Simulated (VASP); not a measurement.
# Al (P6_3/mmc) in VASP: further runs

Al is run at these levels: PBE+D3(BJ); tasks: single point.

Program: VASP 6.6.1. These are calculated values, not measurements. Logs are shortened: lines on timing, memory, paths and dates and some standing lists are left out, and cuts for length are marked.

## Step 1: The cell of the first run

The structure is hexagonal, space group P6_3/mmc (No. 194). The conventional cell has a = 2.933 Å, b = 2.933 Å, c = 7.245 Å, α = 90.00°, β = 90.00°, γ = 120.00°. Within 3.3 Å of Al (site symmetry -3m) lie 12 Al at 2.48 to 2.93 Å. Al (site symmetry -6m2) has 12 Al at 2.48 to 2.93 Å within 3.3 Å.

## Step 2: Single point, PBE+D3(BJ)

Input file INCAR:

```
ALGO = Fast ; EDIFF = 1E-6
ENCUT = 520 ; GGA = PE
ISIF = 2 ; ISMEAR = 0
IVDW = 12 ; LASPH = True
LCHARG = True ; LELF = True
LREAL = False ; LVHAR = True
LWAVE = False ; NBANDS = 14
NELM = 80 ; PREC = Accurate
SIGMA = 0.15
```

Input file KPOINTS:

```
k-points
0
Gamma
  18 18 4
```

Input file POSCAR:

```
Al
1.0
    2.9326000000      0.0000000000      0.0000000000
   -1.4663000000      2.5397060991      0.0000000000
    0.0000000000      0.0000000000      7.2450000000
Al
4
Direct
    0.0000000000      0.0000000000      0.0000000000
    0.3333333333      0.6666666667      0.2500000000
    0.0000000000      0.0000000000      0.5000000000
    0.6666666667      0.3333333333      0.7500000000
```

Potentials or basis: VASP PAW PBE potentials, release 64 (Al).

Launch:

```sh
$ cat potpaw_PBE.64/Al/POTCAR > POTCAR
$ mpirun -np 1 vasp_std > vasp.out
```

OUTCAR:

```text
EDIFF = 1E-6
   ENCUT = 520
   GGA = PE
   ISIF = 2
   ISMEAR = 0
   IVDW = 12
   LASPH = True
   LREAL = False
   NELM = 80
   PREC = Accurate
 IVDW          = 12

 ion  position               nearest neighbor table
   1  0.000  0.000  0.000-   2 2.48   4 2.48   2 2.48   4 2.48   4 2.48   2 2.48
   2  0.333  0.667  0.250-   1 2.48   3 2.48   1 2.48   3 2.48   1 2.48   3 2.48
   3  0.000  0.000  0.500-   2 2.48   4 2.48   2 2.48   4 2.48   4 2.48   2 2.48
   4  0.667  0.333  0.750-   1 2.48   3 2.48   1 2.48   3 2.48   1 2.48   3 2.48

  LATTYP: Found a hexagonal cell.
 ALAT       =     2.9326000000
 C/A-ratio  =     2.4705039896

  Lattice vectors:

 A1 = (   2.9326000000,   0.0000000000,   0.0000000000)
 A2 = (  -1.4663000000,   2.5397060991,   0.0000000000)
 A3 = (   0.0000000000,   0.0000000000,   7.2450000000)

Analysis of symmetry for initial positions (statically):
=====================================================================
 Subroutine PRICEL returns:
 Original cell was already a primitive cell.

 Routine SETGRP: Setting up the symmetry group for a
 hexagonal supercell.

 Subroutine GETGRP returns: Found 24 space group operations
 (whereof 12 operations were pure point group operations)
 out of a pool of 24 trial point group operations.

The static configuration has the point symmetry D_3d.
 The point group associated with its full space group is D_6h.

Analysis of symmetry for dynamics (positions and initial velocities):
=====================================================================
 Subroutine PRICEL returns:
 Original cell was already a primitive cell.

 Routine SETGRP: Setting up the symmetry group for a
 hexagonal supercell.

 Subroutine GETGRP returns: Found 24 space group operations
 (whereof 12 operations were pure point group operations)
 out of a pool of 24 trial point group operations.

The dynamic configuration has the point symmetry D_3d.
 The point group associated with its full space group is D_6h.

 Subroutine INISYM returns: Found 24 space group operations
 (whereof 12 operations are pure point group operations),
 and found     1 'primitive' translations

----------------------------------------------------------------------------------------

                                     Primitive cell

  volume of cell :      53.9603

  direct lattice vectors                    reciprocal lattice vectors
     2.932600000  0.000000000  0.000000000     0.340994339  0.196873174  0.000000000
    -1.466300000  2.539706099  0.000000000     0.000000000  0.393746347  0.000000000
[... 105 lines left out ...]
   EFERMI_NEDOS =   21; number of points for ismear=-14 and -15
   IALGO  =     68    algorithm
   IMIX   =      4    mixing-type and parameters
     AMIX     =   0.40;   BMIX     =  1.00
     AMIX_MAG =   1.60;   BMIX_MAG =  1.00
  volume/ion in A,a.u.               =      13.49        91.04
  Fermi-wavevector in a.u.,A,eV,Ry     =   0.991845  1.874315 13.384812  0.983756
  Thomas-Fermi vector in A             =   2.123615
   LORBIT       =      0    0 simple, 1 ext, 2 COOP (PROOUT), +10 PAW based schemes
   GGA     = PE    functional components
   LHFCALC =     F    Hartree Fock is set to
   AEXX    =    0.0000 exact exchange contribution
   IVDW    =    12    specifies the selected vdW correction
   LEPSILON=     F    determine dielectric tensor
   LRPA    =     F    only Hartree local field effects (RPA)
 non-spin polarized calculation
 RMM-DIIS sequential band-by-band and
 Gauss-broadening in eV      SIGMA  =   0.15
  energy-cutoff  :      520.00
  volume of cell :       53.96
 maximum number of plane-waves:      1515
 NGX is ok and might be reduce to    24

 number of electron      12.0000000 magnetization

 Free energy of the ion-electron system (eV)
  ---------------------------------------------------
  ext. energy  EPLUGINS =         0.00000000
  ---------------------------------------------------
  free energy    TOTEN  =       -12.79810680 eV

  energy without entropy =      -12.78587281  energy(sigma->0) =      -12.79198981

 E-fermi :  10.1461     XC(G=0): -10.9274

 val. band max:       10.1276884789   @ k =   0.2778   0.1667   0.5000
 cond. band min:      10.1466121395   @ k =   0.2778   0.1111   0.0000
 fundamental gap:      0.0189236605
 Fermi energy:        10.1460882991

 k-point     1 :       0.0000    0.0000    0.0000
  band No.  band energies     occupation
      1      -2.3545      2.00000
      2       0.4064      2.00000
      3       0.4311      2.00000
      4       7.4702      2.00000
      5       9.4254      2.00000
      6      17.9071      0.00000
      7      17.9071      0.00000
      8      18.3269      0.00000
      9      18.3269      0.00000
     10      19.6388      0.00000
     11      19.7706      0.00000
     12      19.7707      0.00000
     13      20.1832      0.00000
     14      20.1856      0.00000
[... 377 lines left out ...]
      1       2.2800      2.00000
      2       4.6983      2.00000
      3       4.8408      2.00000
      4       4.9302      2.00000
      5       7.3867      2.00000
      6       7.4752      2.00000
      7      10.4709      0.00220
      8      11.6047      0.00000
      9      13.0525      0.00000
     10      13.1182      0.00000
     11      14.1987      0.00000
     12      14.7054      0.00000
     13      16.4671      0.00000
     14      18.9108      0.00000

 [... further k-points ...]

------------------------ aborting loop because EDIFF is reached ----------------------------------------

 Edisp (eV)   -1.66032

 E8    (eV) :    -0.7451

  FORCE on cell =-STRESS in cart. coord.  units (eV):
  Direction    XX          YY          ZZ          XY          YZ          ZX
  --------------------------------------------------------------------------------------
  -------------------------------------------------------------------------------------
  Total       5.99139     5.99139    19.18554     0.00000     0.00000     0.00000
  in kB     177.89492   177.89492   569.65246     0.00000     0.00000     0.00000
  external pressure =      308.48 kB  Pullay stress =        0.00 kB

 VOLUME and BASIS-vectors are now :
 -----------------------------------------------------------------------------
  energy-cutoff  :      520.00
  volume of cell :       53.96
      direct lattice vectors                 reciprocal lattice vectors
     2.932600000  0.000000000  0.000000000     0.340994339  0.196873174  0.000000000
    -1.466300000  2.539706099  0.000000000     0.000000000  0.393746347  0.000000000
     0.000000000  0.000000000  7.245000000     0.000000000  0.000000000  0.138026225

 POSITION                                       TOTAL-FORCE (eV/Angst)
 -----------------------------------------------------------------------------------
      0.00000      0.00000      0.00000        -0.000000      0.000000      0.000000
     -0.00000      1.69314      1.81125         0.000000      0.000000      0.000000
      0.00000      0.00000      3.62250        -0.000000      0.000000      0.000000
      1.46630      0.84657      5.43375        -0.000000      0.000000     -0.000000
 -----------------------------------------------------------------------------------
    total drift:                               -0.000000      0.000000      0.000000

  FREE ENERGIE OF THE ION-ELECTRON SYSTEM (eV)
  ---------------------------------------------------
  free  energy   TOTEN  =       -14.4584227001 eV

  energy  without entropy=      -14.4461887140  energy(sigma->0) =      -14.45230571
```

OSZICAR:

```text
N       E                     dE             d eps       ncg     rms          rms(c)
DAV:   1     0.101907064668E+02    0.10191E+02   -0.43238E+03  3124   0.671E+02
DAV:   2    -0.122208301863E+02   -0.22412E+02   -0.20585E+02  4054   0.967E+01
DAV:   3    -0.129099436441E+02   -0.68911E+00   -0.68129E+00  4008   0.138E+01
DAV:   4    -0.129144542344E+02   -0.45106E-02   -0.45062E-02  3806   0.139E+00
DAV:   5    -0.129145061170E+02   -0.51883E-04   -0.51882E-04  4006   0.152E-01    0.357E+00
RMM:   6    -0.128449961829E+02    0.69510E-01   -0.23914E-03  3126   0.306E-01    0.212E+00
RMM:   7    -0.127982316420E+02    0.46765E-01   -0.77950E-03  3235   0.550E-01    0.204E-01
RMM:   8    -0.127981367205E+02    0.94922E-04   -0.89223E-04  3351   0.197E-01    0.564E-02
RMM:   9    -0.127981029503E+02    0.33770E-04   -0.19421E-04  3467   0.995E-02    0.508E-02
RMM:  10    -0.127981062961E+02   -0.33458E-05   -0.50035E-05  3560   0.474E-02    0.264E-02
RMM:  11    -0.127981072710E+02   -0.97486E-06   -0.11863E-05  3575   0.252E-02    0.202E-02
RMM:  12    -0.127981067998E+02    0.47110E-06   -0.34656E-06  2999   0.119E-02
   1 F= -.14458423E+02 E0= -.14452306E+02  d E =-.122340E-01
```

stdout:

```text
POSCAR found type information on POSCAR Al
 POSCAR found :  1 types and       4 ions
 scaLAPACK will be used
 LDA part: xc-table for (Slater+PW92), standard interpolation
 POSCAR, INCAR and KPOINTS ok, starting setup
 FFT: planning ... GRIDC
 FFT: planning ... GRID_SOFT
 FFT: planning ... GRID
 WAVECAR not read
 entering main loop
```

It took 26 s on 1 thread of Intel Xeon 6975P-C (Granite Rapids), shared host; peak memory 0.21 GiB.

What came out:

```
Free energy                : -14.4584 eV
Pressure                   : 30.8 GPa
Band gap on the k mesh     : zero (band 6 reaches 17.91 eV, above the bottom of band 7 at 7.60 eV)
Dispersion energy per atom : -0.415 eV
```

Stress tensor (GPa, compression positive):
```
17.79  0.00  0.00
 0.00 17.79  0.00
 0.00  0.00 56.97
```

Caveat: pairwise dispersion overbinds metals, which lowers pressure and volume.

## Step 3: Single point, PBE+D3(BJ)

This run uses another cell than the first one, of the same volume but with other edges.

Input file INCAR:

```
SYSTEM = Al
ALGO     = Normal         ! electronic algorithm
EDIFF    = 1E-7           ! SCF threshold, eV
ENCUT    = 520            ! plane-wave cutoff, eV
GGA      = PE             ! functional
ISIF     = 2              ! what is computed and relaxed
ISMEAR   = 0              ! smearing method
IVDW     = 12             ! dispersion correction
LASPH    = .TRUE.         ! aspherical terms in the spheres
LCHARG   = .TRUE.         ! write CHGCAR
LELF     = .TRUE.         ! ELF
LREAL    = .FALSE.        ! projectors in reciprocal space
LVHAR    = .TRUE.       
LWAVE    = .FALSE.        ! write WAVECAR
NBANDS   = 14             ! bands
NELM     = 100            ! most SCF steps
PREC     = Accurate       ! precision mode
SIGMA    = 0.15           ! smearing width, eV
```

Input file KPOINTS:

```
k-points
0
G
  18 18 4
  0 0 0
```

Input file POSCAR:

```
Al
1.0
    2.6568000000      0.0000000000      0.0000000000
   -1.3284000000      2.3008562928      0.0000000000
    0.0000000000      0.0000000000      8.8418000000
Al
4
Direct
    0.0000000000      0.0000000000      0.0000000000
    0.3333333333      0.6666666667      0.2500000000
    0.0000000000      0.0000000000      0.5000000000
    0.6666666667      0.3333333333      0.7500000000
```

Potentials or basis: VASP PAW PBE potentials, release 64 (Al).

Launch:

```sh
$ cat potpaw_PBE.64/Al/POTCAR > POTCAR
$ mpirun -np 1 vasp_std > vasp.out
```

Run time: 77 s. Hardware: 1 thread of Intel Xeon Platinum 8259CL at 2.50GHz (Skylake/Cascade Lake), shared host; peak memory 0.21 GiB.

It converged, with:

```
Free energy                : -15.8203 eV
Pressure                   : 19.5 GPa
Band gap on the k mesh     : zero (band 6 reaches 14.29 eV, above the bottom of band 7 at 8.63 eV)
Dispersion energy per atom : -0.414 eV
```

Stress tensor (GPa, compression positive):
```
20.43  0.00  0.00
 0.00 20.43  0.00
 0.00  0.00 17.54
```

Levels at points of the mesh, in eV from the Fermi level:
| k point | band 4 | band 5 | band 6 | band 7 | band 8 | band 9 |
| --- | --- | --- | --- | --- | --- | --- |
| (0.00, 0.00, 0.00) | -5.50 | -4.89 | 3.50 | 3.51 | 12.47 | 12.47 |
| (0.50, 0.00, 0.00) | -4.42 | -3.50 | -3.44 | 0.78 | 1.08 | 1.61 |
| (0.00, 0.00, 0.50) | -8.37 | -1.21 | -1.21 | 8.83 | 8.83 | 12.69 |
| (0.50, 0.00, 0.50) | -5.25 | -2.04 | -2.04 | -1.30 | -1.30 | 4.89 |

Caveat: pairwise dispersion overbinds metals, which lowers pressure and volume.

## Step 4: Single point, PBE+D3(BJ)

This run uses another cell than the first one, of the same volume but with other edges.

Input file INCAR:

```
  PREC = Accurate
  ENCUT = 520
  EDIFF = 1E-7
  ISMEAR = 0
  SIGMA = 0.15
  LREAL = F
  LASPH = T
  NELM = 60
  ALGO = Normal
  ISIF = 2
  LWAVE = F
  LCHARG = F
  GGA = PE
  IVDW = 12
  NBANDS = 14
```

Input file KPOINTS:

```
regular mesh
0
Gamma
  18 18 4
```

Input file POSCAR:

```
Al
1.0
    2.8538000000      0.0000000000      0.0000000000
   -1.4269000000      2.4714632973      0.0000000000
    0.0000000000      0.0000000000      7.6442000000
Al
4
Direct
    0.0000000000      0.0000000000      0.0000000000
    0.3333333333      0.6666666667      0.2500000000
    0.0000000000      0.0000000000      0.5000000000
    0.6666666667      0.3333333333      0.7500000000
```

Launch:

```sh
$ cat potpaw_PBE.64/Al/POTCAR > POTCAR
$ mpirun -np 1 vasp_std > vasp.out
```

Wall time 59 s (1 thread of Intel Xeon Platinum 8259CL at 2.50GHz (Skylake/Cascade Lake), shared host); peak memory 0.21 GiB.

It converged, with:

```
Free energy                : -15.0512 eV
Pressure                   : 26.1 GPa
Band gap on the k mesh     : zero (band 6 reaches 18.38 eV, above the bottom of band 7 at 8.06 eV)
Dispersion energy per atom : -0.415 eV
```

Stress tensor (GPa, compression positive):
```
16.63  0.00  0.00
 0.00 16.63  0.00
 0.00  0.00 44.98
```

Levels at points of the mesh, in eV from the Fermi level:
| k point | band 2 | band 3 | band 4 | band 5 | band 6 | band 7 | band 8 | band 9 | band 10 | band 11 |
| --- | --- | --- | --- | --- | --- | --- | --- | --- | --- | --- |
| (0.00, 0.00, 0.00) | -10.10 | -10.09 | -3.71 | -1.94 | 8.12 | 8.39 | 8.97 | 8.97 | 9.26 | 9.26 |
| (0.50, 0.00, 0.00) | -6.61 | -4.82 | -4.67 | -3.92 | -3.76 | 1.50 | 1.89 | 3.09 | 3.74 | 4.03 |
| (0.00, 0.00, 0.50) | -11.96 | -7.07 | -7.07 | 2.41 | 2.41 | 9.43 | 9.43 | 9.43 | 9.43 | 9.80 |
| (0.50, 0.00, 0.50) | -6.19 | -6.03 | -6.03 | -1.77 | -1.77 | -0.94 | -0.94 | 4.55 | 4.55 | 5.25 |

Caveat: pairwise dispersion overbinds metals, which lowers pressure and volume.

## Step 5: The runs side by side

| cell | gap on the mesh (eV) | pressure (GPa) |
| --- | --- | --- |
| a = 2.933, b = 2.933, c = 7.245 Å, angles 90.0, 90.0, 120.0°, 4 atoms | none | 30.8 |
| a = 2.657, b = 2.657, c = 8.842 Å, angles 90.0, 90.0, 120.0°, 4 atoms | none | 19.5 |
| a = 2.854, b = 2.854, c = 7.644 Å, angles 90.0, 90.0, 120.0°, 4 atoms | none | 26.1 |

Alike in all rows: task single point; level PBE+D3(BJ); potentials or basis VASP PAW PBE potentials, release 64 (Al); no spin polarisation; k mesh 18 × 18 × 4; cutoff (eV) 520; smearing gaussian 0.15 eV.

Caveats: pairwise dispersion overbinds metals, which lowers pressure and volume.

Total energies depend on the potentials used, so only differences within one code and one set of settings carry meaning.
